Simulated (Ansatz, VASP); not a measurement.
W3O in VASP and in Ansatz

INCAR

```
SYSTEM = W3O
PREC     = Accurate       ! precision mode
ENCUT    = 520            ! plane-wave cutoff, eV
EDIFF    = 1E-6           ! SCF threshold, eV
ISMEAR   = 0              ! smearing method
SIGMA    = 0.15           ! smearing width, eV
LREAL    = .False.        ! projectors in reciprocal space
LASPH    = .True.         ! aspherical terms in the spheres
NELM     = 80             ! most SCF steps
ALGO     = Normal         ! electronic algorithm
ISIF     = 2              ! what is computed and relaxed
LWAVE    = .False.        ! write WAVECAR
LCHARG   = .False.        ! write CHGCAR
GGA      = PS             ! functional
NBANDS   = 58             ! bands
```

The input KPOINTS:

```
Automatic mesh
0
Gamma
  8 8 8
  0 0 0
```

The input POSCAR:

```
W3O
1.0
    4.8313496810     -0.0724702452      0.0000000000
   -0.0724702452      4.8313496810      0.0000000000
    0.0000000000      0.0000000000      4.8313496810
W O
6 2
Direct
    0.5000000000      0.7500000000      0.0000000000
    0.0000000000      0.5000000000      0.7500000000
    0.2500000000      0.0000000000      0.5000000000
    0.5000000000      0.2500000000      0.0000000000
    0.0000000000      0.5000000000      0.2500000000
    0.7500000000      0.0000000000      0.5000000000
    0.5000000000      0.5000000000      0.5000000000
    0.0000000000      0.0000000000      0.0000000000
```

Input for Ansatz:

```yaml
crystal:
  lattice:
    - [4.831349681, -0.0724702452, 0.0]
    - [-0.0724702452, 4.831349681, 0.0]
    - [0.0, 0.0, 4.831349681]
  atoms:
    - { symbol: W, position: [0.5, 0.75, 0.0] }
    - { symbol: W, position: [0.0, 0.5, 0.75] }
    - { symbol: W, position: [0.25, 0.0, 0.5] }
    - { symbol: W, position: [0.5, 0.25, 0.0] }
    - { symbol: W, position: [0.0, 0.5, 0.25] }
    - { symbol: W, position: [0.75, 0.0, 0.5] }
    - { symbol: O, position: [0.5, 0.5, 0.5] }
    - { symbol: O, position: [0.0, 0.0, 0.0] }
basis:
  ecutwfc: 420
kpoints:
  mp_grid: { grid: [8, 8, 8] }
hamiltonian:
  xc: pbesol
scf:
  occupations: { method: gaussian, width: 0.15 }
output:
  forces: true
  stress: true
  eigenvalues: true
```

Change from the starting cell: strain -0.0300 x Voigt [0, 0, 0, 0, 0, 1], atoms carried along.

Alike in both runs: task single point; functional PBEsol; k mesh 8 × 8 × 8; occupations gaussian, width 0.15 eV; no spin polarisation.

|  | VASP | Ansatz |
| --- | --- | --- |
| version | VASP 6.6.1 | Ansatz 0.2.0 |
| potentials or method | VASP PAW PBE potentials, release 64 (W_sv, O), cutoff 520 eV | scalar-relativistic, plane waves, PAW |
| valence electrons in the cell | 96 | 96 |

Ansatz gave:

```
gap on the k mesh at the Fermi level (eV)                     : none
pressure (GPa)                                                : 0.0
traceless stress, the component that is largest in VASP (GPa) : 0.35
rms of the force components (eV/Å)                            : 0.101
```

**Question.** What did VASP give for the same quantities?

**Answer.** gap on the k mesh at the Fermi level (eV): none; pressure (GPa): 1.1; traceless stress, the component that is largest in VASP (GPa): 0.37; rms of the force components (eV/Å): 0.101.

VASP's potentials were made for PBE, not for PBEsol. Atom by atom the forces differ by 0.000 eV/Å (rms over components). A gap of «none» marks a metal or a gap that the smearing closes. The functional is the same, so the differences come from potentials, cutoffs and numerics.

Spin-orbit coupling is off throughout.
